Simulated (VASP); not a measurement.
Write the native input for VASP 6.6.1 that does the following.

```
Task                   : single point
Functional             : PBEsol
Potentials or basis    : VASP PAW PBE potentials, release 64 (Na_pv, F)
Cutoff                 : 520 eV
k mesh                 : 8 × 8 × 8
Occupations            : gaussian, width 0.05 eV
Spin                   : no spin polarisation
Dipole correction      : no
Further INCAR settings : ALGO = Normal; EDIFF = 1e-06; NBANDS = 14
```

The structure of NaF lies in POSCAR:

```
NaF
1.0
    0.0000000000      2.2536010000      2.3233000000
    2.2536010000      0.0000000000      2.3233000000
    2.2536010000      2.2536010000      0.0000000000
Na F
1 1
Direct
    0.0000000000      0.0000000000      0.0000000000
    0.5000000000      0.5000000000      0.5000000000
```

This cell differs from its parent crystal: strain -0.030 along x and y, +0.000 along z.

These files were run (other wordings do the same):

INCAR

```
PREC = Accurate
ENCUT = 520
EDIFF = 1E-6
ISMEAR = 0
SIGMA = 0.05
LREAL = False
LASPH = True
NELM = 80
ALGO = Normal
ISIF = 2
LWAVE = False
LCHARG = False
GGA = PS
NBANDS = 14
```

KPOINTS

```
regular mesh
0
Gamma
  8 8 8
```

Potentials or basis: VASP PAW PBE potentials, release 64 (Na_pv, F).

Run with:

```console
$ cat potpaw_PBE.64/Na_pv/POTCAR potpaw_PBE.64/F/POTCAR > POTCAR
$ mpirun -np 1 vasp_std > vasp.out
```

It gave:

The pressure is 2.8 GPa. The band gap on the k mesh is 6.44 eV.

Caveat: the cell differs from its parent crystal (strain -0.030 along x and y, +0.000 along z); the PAW data sets were made with another functional, which shifts forces and pressure a little.

It took 35 s on 1 thread of AMD EPYC 7R13, on a shared host, peak memory 0.11 GiB.
